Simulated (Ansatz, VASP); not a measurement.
One calculation of Sb, two programs

Contents of POSCAR:

```
Sb
1.0
    0.0000000000      2.3712425216      2.3712425216
    2.3712425216      0.0000000000      2.3712425216
    2.3712425216      2.3712425216      0.0000000000
Sb
1
Direct
    0.0000000000      0.0000000000      0.0000000000
```

File INCAR.step1:

```
SYSTEM = Sb
PREC     = Accurate       ! precision mode
ENCUT    = 400            ! plane-wave cutoff, eV
EDIFF    = 1E-5           ! SCF threshold, eV
ISMEAR   = -1             ! smearing method
SIGMA    = 0.05           ! smearing width, eV
LREAL    = .False.        ! projectors in reciprocal space
LASPH    = .True.         ! aspherical terms in the spheres
NELM     = 120            ! most SCF steps
ALGO     = Normal         ! electronic algorithm
ISIF     = 2              ! what is computed and relaxed
LWAVE    = .True.         ! write WAVECAR
LCHARG   = .False.        ! write CHGCAR
GGA      = PE             ! functional
NBANDS   = 14             ! bands
GGA_COMPAT= .False.
```

INCAR.step2

```
SYSTEM = Sb
PREC     = Accurate       ! precision mode
ENCUT    = 400            ! plane-wave cutoff, eV
EDIFF    = 1E-6           ! SCF threshold, eV
ISMEAR   = -1             ! smearing method
SIGMA    = 0.05           ! smearing width, eV
LREAL    = .False.        ! projectors in reciprocal space
LASPH    = .True.         ! aspherical terms in the spheres
NELM     = 120            ! most SCF steps
ALGO     = Normal         ! electronic algorithm
ISIF     = 2              ! what is computed and relaxed
LWAVE    = .False.        ! write WAVECAR
LCHARG   = .False.        ! write CHGCAR
GGA      = PE             ! functional
LHFCALC  = .True.         ! exact exchange
AEXX     = 0.3            ! exact-exchange fraction
HFSCREEN = 0.2            ! screening, 1/A
PRECFOCK = Normal       
ISTART   = 1            
NBANDS   = 14             ! bands
GGA_COMPAT= .False.
```

KPOINTS

```
Automatic mesh
0
Gamma
  5 5 5
  0 0 0
```

File input.yaml:

```yaml
crystal:
  lattice:
    - [0.0, 2.3712425216, 2.3712425216]
    - [2.3712425216, 0.0, 2.3712425216]
    - [2.3712425216, 2.3712425216, 0.0]
  atoms:
    - { symbol: Sb, position: [0.0, 0.0, 0.0] }
hamiltonian:
  xc: { exchange: pbe, correlation: pbe, exx: { coeff: 0.3, omega: 0.2 } }
  pseudopotentials: { kind: paw }
kpoints:
  mp_grid: { grid: [5, 5, 5] }
scf:
  occupations: { method: fermi_dirac, width: 0.05 }
output:
  forces: true
  stress: true
  eigenvalues: true
  write_density: true
  write_potential: true
  elf: true
  volumetric_format: npy
```

Alike in both runs: task single point; functional PBE-based screened hybrid; k mesh 5 × 5 × 5; occupations fermi-dirac, width 0.05 eV; no spin polarisation.

```csv
,VASP,Ansatz
version,VASP 6.6.1,Ansatz 0.2.0
potentials or method,"VASP PAW PBE potentials, release 64 (Sb_d_GW)",Ansatz PAW
plane-wave cutoff (eV),400,420
valence electrons in the cell,15,15
```

Ansatz gave:

- gap on the k mesh at the Fermi level (eV): none
- pressure (GPa): -0.6

**Question.** Estimate VASP's values.

**Answer.** gap on the k mesh at the Fermi level (eV): none; pressure (GPa): -1.1.

VASP's potentials were made for PBE, not for PBE-based screened hybrid. A gap of «none» marks a metal or a gap that the smearing closes.

The k mesh is coarse, so the values compare programs but aren't converged. Spin-orbit coupling is off throughout.
